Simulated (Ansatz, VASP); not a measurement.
Hf in VASP and in Ansatz

Contents of INCAR:

```
SYSTEM = Hf
PREC = Accurate
ENCUT = 520
EDIFF = 1E-6
ISMEAR = -1
SIGMA = 0.05
LREAL = .FALSE.
LASPH = .TRUE.
NELM = 80
ALGO = Normal
ISIF = 2
LWAVE = .FALSE.
LCHARG = .TRUE.
GGA = PE
LELF = .TRUE.
LVHAR = .TRUE.
NBANDS = 17
```

Contents of KPOINTS:

```
regular mesh
0
G
  14 14 8
  0 0 0
```

Contents of POSCAR:

```
Hf
1.0
    2.4605675821      0.0000000000      0.0000000000
   -1.2302837911      2.1309140338      0.0000000000
    0.0000000000      0.0000000000      4.2951379643
Hf
2
Direct
    0.3333333333      0.6666666667      0.2500000000
    0.6666666667      0.3333333333      0.7500000000
```

Input for Ansatz:

```yaml
crystal:
  lattice:
    - [2.4605675821, 0.0, 0.0]
    - [-1.2302837911, 2.1309140338, 0.0]
    - [0.0, 0.0, 4.2951379643]
  atoms:
    - { symbol: Hf, position: [0.3333333333, 0.6666666667, 0.25] }
    - { symbol: Hf, position: [0.6666666667, 0.3333333333, 0.75] }
kpoints:
  mp_grid: { grid: [14, 14, 8] }
scf:
  occupations: { method: fermi_dirac, width: 0.05 }
hamiltonian:
  xc: pbe
  pseudopotentials: { kind: paw }
output:
  forces: true
  stress: true
  eigenvalues: true
  populations: true
  write_density: true
  write_potential: true
  elf: true
  volumetric_format: npy
```

Change from the starting cell: volume scaled by 0.5, PAW files.

Alike in both runs: task single point; functional PBE; k mesh 14 × 14 × 8; occupations fermi-dirac, width 0.05 eV; no spin polarisation.

```csv
,VASP,Ansatz
version,VASP 6.6.1,Ansatz 0.2.0
potentials or method,"VASP PAW PBE potentials, release 64 (Hf_pv)","PAW with Ansatz's default frozen-core files, scalar-relativistic"
plane-wave cutoff (eV),520,420
valence electrons in the cell,20,52
```

|  | VASP | Ansatz | Ansatz less VASP |
| --- | --- | --- | --- |
| pressure (GPa) | 235.2 | 239.8 | +4.61 |
| traceless stress, the component that is largest in VASP (GPa) | -0.48 | 0.12 | +0.602 |

Both programs put the cell under a high pressure, so it lies far from rest at this level. The functional is the same, so the differences come from potentials, cutoffs and numerics. VASP's potentials hold 20 valence electrons a cell and Ansatz's 52, so a difference there can come from the potentials and not from the codes.

Neither program's run includes spin-orbit coupling. Noted on VASP's run: the cell as given lies far from equilibrium.
